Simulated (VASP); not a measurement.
Set up this calculation in VASP 6.6.1, as the native input.

```
Task                   : single point
Functional             : PBE
Potentials or basis    : VASP PAW PBE potentials, release 64 (In_d)
Cutoff                 : 520 eV
k mesh                 : 6 × 6 × 6
Occupations            : fermi-dirac, width 0.1 eV
Spin                   : no spin polarisation
Dipole correction      : no
Further INCAR settings : ALGO = Normal; EDIFF = 1e-06; NBANDS = 12
```

The structure of In lies in POSCAR:

```
In
1.0
    0.0000000000      2.3942798646      2.3942798646
    2.3942798646      0.0000000000      2.3942798646
    2.3942798646      2.3942798646      0.0000000000
In
1
Direct
    0.0000000000      0.0000000000      0.0000000000
```

The input as run:

INCAR

```
  PREC = Accurate
  ENCUT = 520
  EDIFF = 1E-6
  ISMEAR = -1
  SIGMA = 0.1
  LREAL = F
  LASPH = T
  NELM = 100
  ALGO = Normal
  ISIF = 2
  LWAVE = F
  LCHARG = F
  GGA = PE
  NBANDS = 12
```

KPOINTS

```
regular mesh
0
Gamma
  6 6 6
```

Potentials or basis: VASP PAW PBE potentials, release 64 (In_d).

Run with:

```bash
$ cat potpaw_PBE.64/In_d/POTCAR > POTCAR
$ mpirun -np 1 vasp_std > vasp.out
```

Results of the run:

The pressure is -0.8 GPa.

Caveat: the k points lie up to 0.38 Å⁻¹ apart.

Wall time 5.4 s on 1 thread of AMD EPYC 7R13 Processor (Zen 3), with other jobs on the host, peak memory 0.12 GiB.
